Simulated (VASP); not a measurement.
Input of a VASP 6.6.1 run:

INCAR

```
PREC = Accurate ; ENCUT = 520
EDIFF = 1E-6 ; ISMEAR = -1
SIGMA = 0.1 ; LREAL = False
LASPH = True ; NELM = 100
ALGO = Normal ; ISIF = 2
LWAVE = False ; LCHARG = True
GGA = PS ; LELF = True
LVHAR = True ; NBANDS = 28
```

KPOINTS

```
regular mesh
0
Gamma
  6 6 4
```

The input POSCAR:

```
SnO
1.0
    3.8852427300      0.0000000000      0.0000000000
    0.0000000000      3.8852427300      0.0000000000
    0.0000000000      0.0000000000      4.9512143967
Sn O
2 2
Direct
    0.5000000000      0.0000000000      0.2369000000
    0.0000000000      0.5000000000      0.7631000000
    0.0000000000      0.0000000000      0.0000000000
    0.5000000000      0.5000000000      0.0000000000
```

Potentials or basis: VASP PAW PBE potentials, release 64 (Sn_d, O).

Run with:

```bash
$ cat potpaw_PBE.64/Sn_d/POTCAR potpaw_PBE.64/O/POTCAR > POTCAR
$ mpirun -np 1 vasp_std > vasp.out
```

What does it give for the largest force?

0.576 eV/Å.

Estimate the pressure.

-5.0 GPa.

Stress tensor (GPa, compression positive):
```
-5.39  0.00  0.00
 0.00 -5.39  0.00
 0.00  0.00 -4.30
```

Caveat: the PAW data sets were made with another functional, which shifts forces and pressure a little.
